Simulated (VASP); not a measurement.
The system is AlC.

```xyz
4
Lattice="3.6577 0.0000 0.0000 -1.8288 3.1676 0.0000 0.0000 0.0000 5.9171" Properties=species:S:1:pos:R:3 pbc="T T T"
Al    0.0000    2.1118    0.0000
Al    1.8288    1.0559    2.9585
C     0.0000    2.1118    2.2781
C     1.8288    1.0559    5.2366
```

| Item | Value |
| --- | --- |
| Program | VASP 6.6.1 |
| Task | relaxation of cell and atoms |
| Functional | PBE |
| Potentials or basis | VASP PAW PBE potentials, release 64 (Al, C) |
| Cutoff | 600 eV |
| k mesh | 6 × 6 × 4 |
| Occupations | gaussian, width 0.2 eV |
| Spin | no spin polarisation |

At the start: pressure -22.4 GPa; volume 17.14 Å³/atom.

**Question.** Where does the relaxation end?

**Answer.** Over 33 steps the energy falls by 549.0 meV/atom and the volume is 11.56 Å³/atom (-32.5 %); space group P6_3/mmc (No. 194, to 0.05 Å).

The path:
```
step  energy change (eV)  largest force (eV/Å)  pressure (GPa)  volume (Å³)
   1              0.0000                0.0636          -22.37        68.56
   2             -1.5577                0.0941            9.51        47.44
   3             -1.6426                0.0568            0.20        50.40
   4             -1.6420                0.0532           -0.68        50.73
   5             -1.6642                0.3264           -0.50        50.51
   6             -1.6643                0.3613           -0.48        50.49
   7             -1.6929                0.4425            0.15        50.09
   8             -1.8007                0.6352            1.59        48.83
   9             -1.9778                1.0220            4.25        46.07
  10              0.7379                5.4764           55.24        39.53
  11             -1.7169                1.9621            7.49        45.86
  12             -1.6372                2.0335           15.96        42.86
  13             -1.6966                2.2295           12.13        43.84
  14             -1.6709                2.1706           14.04        43.30
  15             -1.6726                2.1555           14.07        43.28
  16             -1.6772                2.1091           14.16        43.24
  17             -1.6846                2.0113           14.37        43.16
  18             -1.6907                1.7926           14.95        42.99
  19             -1.6975                1.7771           14.77        43.02
  20             -1.7176                1.7312           14.27        43.10
  21             -1.7560                1.6421           13.28        43.26
  22             -1.8260                1.4753           11.40        43.58
  23             -1.9413                1.1824            7.99        44.23
  24             -2.0890                0.7352            2.38        45.52
  25             -2.1486                0.2365           -5.37        48.11
  26             -2.1561                0.3133           -3.93        47.52
  27             -2.1564                0.3356           -3.54        47.37
  28             -2.1651                0.3131           -2.90        47.16
  29             -2.1830                0.2476           -0.85        46.52
  30             -2.1797                0.1266            3.81        45.25
  31             -2.1882                0.1934            1.08        45.96
  32             -2.1909                0.1631            0.81        46.03
  33             -2.1959                0.0786            0.05        46.25
```

Final structure:
```cif
data_structure
_symmetry_space_group_name_H-M 'P 1'
_symmetry_Int_Tables_number 1
_cell_length_a 3.4854
_cell_length_b 3.4854
_cell_length_c 4.3967
_cell_angle_alpha 90.000
_cell_angle_beta 90.000
_cell_angle_gamma 120.000
_cell_volume 46.25
loop_
_atom_site_label
_atom_site_type_symbol
_atom_site_fract_x
_atom_site_fract_y
_atom_site_fract_z
_atom_site_occupancy
Al1 Al 0.33333 0.66667 0.94470 1
Al2 Al 0.66667 0.33333 0.44470 1
C1 C 0.33333 0.66667 0.44030 1
C2 C 0.66667 0.33333 0.94030 1
```

Caveat: the volume moved by over 15 % at a fixed basis, so the end points are rough; the relaxation stopped at a loose force limit of 0.08 eV/Å, so its end isn't a converged minimum.
